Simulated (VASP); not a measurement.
ZrS2: single point with PBE

The system is ZrS2.

```
Zr S
1.0
     3.67440    0.00000    0.00000
    -1.83720    3.18212    0.00000
     0.00000    0.00000    5.85686
Zr S
1 2
Cartesian
  0.0000 0.0000 0.0000
  0.0000 2.1214 1.4421
  1.8372 1.0607 4.4147
```

```yaml
Program: VASP 6.6.1
Task: single point
Functional: PBE
Potentials_or_basis: VASP PAW PBE potentials, release 64 (Zr_sv, S)
Cutoff: 500 eV
k_mesh: 6 × 6 × 4
Occupations: gaussian, width 0.01 eV
Spin: no spin polarisation
Dipole_correction: no
Further_INCAR_settings: ALGO = Normal; EDIFF = 1e-06; NBANDS = 19
```

```
Pressure               : 1.3 GPa
Largest force          : 0.038 eV/Å
Band gap on the k mesh : 0.88 eV (least direct gap 1.50 eV)
```

Forces on the atoms (eV/Å):
```
Zr   0.000  0.000  0.000
S    0.000  0.000  0.038
S    0.000  0.000 -0.038
```

Stress tensor (GPa, compression positive):
```
1.04 0.00 0.00
0.00 1.04 0.00
0.00 0.00 1.95
```

Levels at points of the mesh, in eV from the valence-band top:
```
           k point  band 10  band 11  band 12  band 13  band 14  band 15
(0.00, 0.00, 0.00)    -0.17    -0.17     0.00     1.50     1.50     2.31
(0.50, 0.00, 0.00)    -2.52    -1.89    -1.31     1.06     3.19     3.47
(0.00, 0.00, 0.50)    -1.82    -0.31    -0.31     1.46     1.46     2.64
(0.50, 0.00, 0.50)    -2.32    -1.03    -0.81     0.88     3.18     3.47
```

Run time: 39 s on 1 thread of Intel Xeon 8259CL (shared host), peak memory 0.19 GiB.

Caveat: this functional lacks dispersion, which binds the layers, so the pressure and a relaxed spacing across them are unreliable. A k mesh can miss the band edges.
